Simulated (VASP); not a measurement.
Crystal: Cu.

```
Cu
1.0
     0.00000    1.83129    1.83129
     1.83129    0.00000    1.83129
     1.83129    1.83129    0.00000
Cu
1
Cartesian
  0.0000 0.0000 0.0000
```

Base run:

```yaml
Program: VASP 6.6.1
Functional: revPBE
Dispersion: D3(BJ)
Potentials_or_basis: VASP PAW PBE potentials, release 64 (Cu)
Cutoff: 600 eV
k_mesh: 13 × 13 × 13
Occupations: fermi-dirac, width 0.05 eV
Spin: no spin polarisation
```

Its results: pressure -14.5 GPa.

Task: The run is repeated on the same cell with these changes: functional from revPBE to PBEsol. What comes out?

Result: Pressure -17.2 GPa.

PBEsol binds more tightly than revPBE, so the same cell stands under less pressure.

Caveats: the PAW data sets were made with another functional, which shifts forces and pressure a little; pairwise dispersion overbinds metals, which lowers pressure and volume.
